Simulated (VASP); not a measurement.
Write the native input for VASP 6.6.1 that does the following.

* Task: single point
* Functional: PBE
* Potentials or basis: VASP PAW PBE potentials, release 64 (Pt)
* Cutoff: 520 eV
* k mesh: 20 × 20 × 20
* Occupations: gaussian, width 0.15 eV
* Spin: no spin polarisation
* Dipole correction: no
* Further INCAR settings: ALGO = Fast; EDIFF = 1e-07; NBANDS = 11

The structure of Pt lies in POSCAR:

```
Pt
1.0
    0.0000000000      2.0557950000      1.9089525000
    2.0557950000      0.0000000000      1.9089525000
    2.0557950000      2.0557950000      0.0000000000
Pt
1
Direct
    0.0000000000      0.0000000000      0.0000000000
```

This cell differs from its parent crystal: strain +0.050 along x and y, -0.025 along z.

The input as run:

INCAR

```
PREC = Accurate
ENCUT = 520
EDIFF = 1E-7
ISMEAR = 0
SIGMA = 0.15
LREAL = False
LASPH = True
NELM = 100
ALGO = Fast
ISIF = 2
LWAVE = False
LCHARG = False
GGA = PE
NBANDS = 11
```

KPOINTS

```
Automatic mesh
0
Gamma
  20 20 20
```

Potentials or basis: VASP PAW PBE potentials, release 64 (Pt).

The run is started by

```sh
$ cat potpaw_PBE.64/Pt/POTCAR > POTCAR
$ mpirun -np 1 vasp_std > vasp.out
```

It gave:

* Pressure: -7.0 GPa
* Band gap on the k mesh: zero (bands 5 and 6 overlap by 2.25 eV)

Caveat: the cell differs from its parent crystal (strain +0.050 along x and y, -0.025 along z); the cell stands under tension; spin-orbit coupling is left out, which moves the levels of the heavy elements.

It took 88 s on 1 thread of Intel(R) Xeon(R) Platinum 8259CL CPU @ 2.50GHz (Skylake/Cascade Lake), on a shared host, peak memory 0.23 GiB.
